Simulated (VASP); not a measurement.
Runs of VASP 6.6.1 on PbO. The structure is that of space group P4/nmm (No. 129), or close to it. The cells are those of the table. 

| task | level | cell | k mesh | cutoff (eV) | smearing | dipole correction | grid for exact exchange (PRECFOCK) | share of exact exchange | screening parameter | tolerance level | gap on the mesh (eV) | pressure (GPa) | largest force (eV/Å) |
| --- | --- | --- | --- | --- | --- | --- | --- | --- | --- | --- | --- | --- | --- |
| single point | PBE+D3(BJ) | a = 4.034, b = 4.034, c = 4.994 Å, 4 atoms | 7 × 7 × 6 | 600 | fermi-dirac 0.05 eV | no | - | - | - | - | 1.53 | 0.0 | 0.04 |
| single point | BLYP | a = 4.016, b = 4.016, c = 5.043 Å, 4 atoms | 7 × 7 × 6 | 600 | fermi-dirac 0.05 eV | no | - | - | - | - | 1.54 | (a) | 0.06 |
| single point | PBE | a = 3.990, b = 3.990, c = 5.010 Å, 4 atoms | 4 × 4 × 3 | 600 | fermi-dirac 0.05 eV | no | - | - | - | - | 1.16 | 3.0 | 0.02 |
| single point | PBE-based screened hybrid with 50 % exact exchange | a = 3.990, b = 3.990, c = 5.010 Å, 4 atoms | 4 × 4 × 3 | 520 | fermi-dirac 0.05 eV | no | Normal | 0.5 | 0.20787 1/Å | - | (c) | -4.2 | 1.15 |
| relaxation of cell and atoms | PBE | relaxed from a = 3.990, b = 3.990, c = 5.010 Å, 4 atoms | 7 × 7 × 6 | 840 | gaussian 0.03 eV | - | - | - | - | standard | (b) | 0.0 | - |

Alike in all rows: potentials or basis VASP PAW PBE potentials, release 64 (Pb_d, O); no spin polarisation.

Q: Estimate the missing entries.

A: (a) 5.1; (b) 1.81; (c) 2.53.

Caveats: spin-orbit coupling is left out, which moves the levels of the heavy elements; an odd mesh through Γ misses points on the zone boundary, where band edges can lie; the cell stands under pressure (at least some runs); the PAW data sets were made with another functional, which shifts forces and pressure a little (at least some runs); the cell stands under tension (at least some runs).

A k mesh can miss the band edges, and the runs leave out spin-orbit coupling on Pb.
